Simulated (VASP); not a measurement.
A run of VASP 6.6.1 is set up as follows.

File INCAR:

```
  ALGO = Normal
  EDIFF = 1E-6
  ENCUT = 520
  GGA = PS
  ISIF = 2
  ISMEAR = 0
  LASPH = T
  LCHARG = F
  LREAL = F
  LWAVE = F
  NBANDS = 11
  NELM = 80
  PREC = Accurate
  SIGMA = 0.15
```

KPOINTS

```
k-points
0
Gamma
  24 24 6
```

POSCAR

```
C
1.0
    2.4561701622      0.0000000000      0.0000000000
   -1.2280850811      2.2334610443      0.0000000000
    0.0000000000      0.0000000000      8.5238033600
C
2
Direct
    0.3333333333      0.6666666667      0.0000000000
    0.6666666667      0.3333333333      0.0000000000
```

Potentials or basis: VASP PAW PBE potentials, release 64 (C).

Command:

```bash
$ cat potpaw_PBE.64/C/POTCAR > POTCAR
$ mpirun -np 1 vasp_std > vasp.out
```

Problem. Estimate the largest force.

Solution. 0.271 eV/Å.

Forces in eV/Å, atoms in the order of the input:
```
C    0.000  0.271  0.000
C    0.000 -0.271  0.000
```

Caveat: the cell differs from its parent crystal (strain +0.0500 x Voigt [0, 1, 0, 0, 0, 0]); the PAW data sets were made with another functional, which shifts forces and pressure a little.
